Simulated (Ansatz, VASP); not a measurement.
## AlP in VASP and in Ansatz

Contents of INCAR:

```
ALGO = Normal ; EDIFF = 1E-6
ENCUT = 500 ; GGA_COMPAT = False
ISIF = 2 ; ISMEAR = 0
LASPH = True ; LCHARG = True
LELF = True ; LREAL = False
LVHAR = True ; LWAVE = False
NBANDS = 11 ; NELM = 120
PREC = Accurate ; SIGMA = 0.01
```

File KPOINTS:

```
k-points
0
Gamma
  8 8 8
```

Contents of POSCAR:

```
AlP
1.0
    0.0000000000      2.7169259382      2.7169259382
    2.7169259382      0.0000000000      2.7169259382
    2.7169259382      2.7169259382      0.0000000000
Al P
1 1
Direct
    0.0000000000      0.0000000000      0.0000000000
    0.7500000000      0.7500000000      0.7500000000
```

Input for Ansatz:

```yaml
crystal:
  lattice:
    - [0.0, 2.71692593824, 2.71692593824]
    - [2.71692593824, 0.0, 2.71692593824]
    - [2.71692593824, 2.71692593824, 0.0]
  atoms:
    - { symbol: Al, position: [0.0, 0.0, 0.0] }
    - { symbol: P, position: [0.75, 0.75, 0.75] }
kpoints:
  mp_grid: { grid: [8, 8, 8] }
scf:
  occupations: { method: fixed }
  convergence: { dr2_threshold: 1.0e-10 }
hamiltonian:
  xc: lda
  pseudopotentials: { kind: all_electron, lapw: { basis_error: 0.0005 } }
output:
  forces: true
  stress: true
  eigenstates:
    kpoints:
      - [0.0, 0.0, 0.0]
      - [0.0, -0.5, -0.5]
      - [-0.5, 0.0, -0.5]
      - [-0.5, -0.5, 0.0]
      - [0.0, 0.5, 0.0]
      - [0.5, 0.0, 0.0]
      - [0.0, 0.0, 0.5]
      - [0.5, 0.5, 0.5]
  eigenvalues: true
```

Change from the starting cell: unstrained.

Alike in both runs: task single point; functional LDA; k mesh 8 × 8 × 8; no spin polarisation.

|  | VASP | Ansatz |
| --- | --- | --- |
| version | VASP 6.6.1 | Ansatz 0.2.0 |
| potentials or method | VASP PAW LDA potentials, release 64 (Al, P), cutoff 500 eV | all-electron LAPW, scalar-relativistic |
| occupations | gaussian, width 0.01 eV | fixed |

```csv
,VASP,Ansatz,Ansatz less VASP
gap on the k mesh at the Fermi level (eV),1.41,1.42,+0.005
pressure (GPa),0.1,0.0,-0.09
```

LDA's correlation is that of Perdew and Zunger in VASP and of Perdew and Wang (1992) in Ansatz. Ansatz ran all-electron here, and VASP with PAW potentials.
